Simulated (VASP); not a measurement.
Runs of VASP 6.6.1 on Sn. The structure is that of space group Fd-3m (No. 227), or close to it. The cells are those of the table. 

```csv
cell,gap on the mesh (eV),pressure (GPa)
"a = 4.607 Å, angles 60.0°, 2 atoms",none,1.1
"a = 4.684 Å, angles 60.0°, 2 atoms",none,-1.1
"a = 4.722 Å, angles 60.0°, 2 atoms",none,(b)
"a = 4.646 Å, angles 60.0°, 2 atoms",none,(a)
"a = 4.567 Å, angles 60.0°, 2 atoms",none,2.4
```

Alike in all rows: task electric field gradients; level r2SCAN; potentials or basis VASP PAW PBE potentials, release 64 (Sn_d); no spin polarisation; k mesh 9 × 9 × 9; cutoff (eV) 520; smearing fermi-dirac 0.08 eV.

**Question.** Fill in the values left out.

**Answer.** (a) -0.1; (b) -1.9.

Caveats: the PAW data sets were made with another functional, which shifts forces and pressure a little; spin-orbit coupling is left out, which moves the levels of the heavy elements.

A k mesh can miss the band edges, and the runs leave out spin-orbit coupling on Sn.

A gap of «none» marks levels without a gap at the run's occupations.
